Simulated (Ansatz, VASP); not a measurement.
## SrTe: VASP beside Ansatz

```
Sr Te
1.0
     0.00000    3.35922    3.35922
     3.35922    0.00000    3.35922
     3.35922    3.35922    0.00000
Sr Te
1 1
Cartesian
  0.0000 0.0000 0.0000
  3.3592 3.3592 3.3592
```

Alike in both runs: functional PBE; k mesh 8 × 8 × 8; occupations gaussian, width 0.02 eV; no spin polarisation.

Ansatz relaxed the structure, and its values are those at the end. VASP's run is a single point on that final structure, the one shown.

|  | VASP | Ansatz |
| --- | --- | --- |
| version | VASP 6.6.1 | Ansatz 0.2.0 |
| potentials or method | VASP PAW PBE potentials, release 64 (Sr_sv, Te), cutoff 500 eV | scalar-relativistic, plane waves, PAW |
| valence electrons in the cell | 16 | 26 |

```tsv
	VASP	Ansatz	Ansatz less VASP
gap on the k mesh at the Fermi level (eV)	1.76	1.78	+0.023
least direct gap on the mesh (eV)	2.48	2.50	+0.017
pressure (GPa)	0.1	0.0	-0.08
```

VASP's potentials hold 16 valence electrons a cell and Ansatz's 26, so a difference there can come from the potentials and not from the codes.

Neither program's run includes spin-orbit coupling.
